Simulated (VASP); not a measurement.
The system is As.

```xyz
6
Lattice="2.5586 -5.4569 0.0000 2.5586 5.4569 0.0000 0.0000 0.0000 3.6365" Properties=species:S:1:pos:R:3 pbc="T T T"
As    1.0837    1.1989    1.8183
As    4.0334   -1.1989    1.8183
As    1.0837   -1.1989    1.8183
As    4.0334    1.1989    1.8183
As    1.2793    2.7284    0.0000
As    1.2793   -2.7284    0.0000
```

The cell was generated, and may not be a known phase.

| Property | Result |
| --- | --- |
| Program | VASP 6.6.1 |
| Task | relaxation of cell and atoms |
| Functional | PBE |
| Potentials or basis | VASP PAW PBE potentials, release 64 (As) |
| Cutoff | 600 eV |
| k mesh | 4 × 4 × 6 |
| Occupations | gaussian, width 0.1 eV |
| Spin | no spin polarisation |

At the start: pressure 47.4 GPa; volume 16.92 Å³/atom.

Q: Where does the relaxation end?

A: Over 17 steps the energy falls by 828.7 meV/atom and the volume is 22.50 Å³/atom (+32.9 %); space group Cmmm (No. 65, to 0.1 Å) before, Pmmm (No. 47, to 0.1 Å).

The path:
```tsv
step	energy change (eV)	largest force (eV/Å)	pressure (GPa)	volume (Å³)
1	0.0000	4.3817	47.39	101.54
2	-2.1910	0.0677	-10.99	194.28
3	-4.8423	0.3110	-1.30	141.23
4	-4.8497	0.3121	-0.68	139.92
5	-4.8516	0.3143	-0.14	138.83
6	-4.9146	0.1327	-0.46	138.86
7	-4.9150	0.1345	-0.46	138.86
8	-4.9150	0.1337	-0.46	138.86
9	-4.9218	0.1685	-0.03	137.66
10	-4.9270	0.2149	0.78	135.62
11	-4.9303	0.2127	0.78	135.47
12	-4.9397	0.1986	0.80	135.04
13	-4.9556	0.1633	0.90	134.17
14	-4.9621	0.0114	1.21	132.39
15	-4.9649	0.0736	1.07	133.03
16	-4.9718	0.0405	0.14	134.67
17	-4.9720	0.0354	-0.03	134.99
```

Final structure:
```
As
1.0
     2.75101   -6.30389    0.00000
     2.75101    6.30389    0.00000
     0.00000    0.00000    3.89210
As
6
Direct
  0.14579 0.34913 0.50000
  0.85421 0.65087 0.50000
  0.34913 0.14579 0.50000
  0.65087 0.85421 0.50000
  0.00000 0.50000 0.00000
  0.50000 0.00000 0.00000
```

Caveat: the volume moved by over 15 % at a fixed basis, so the end points are rough.
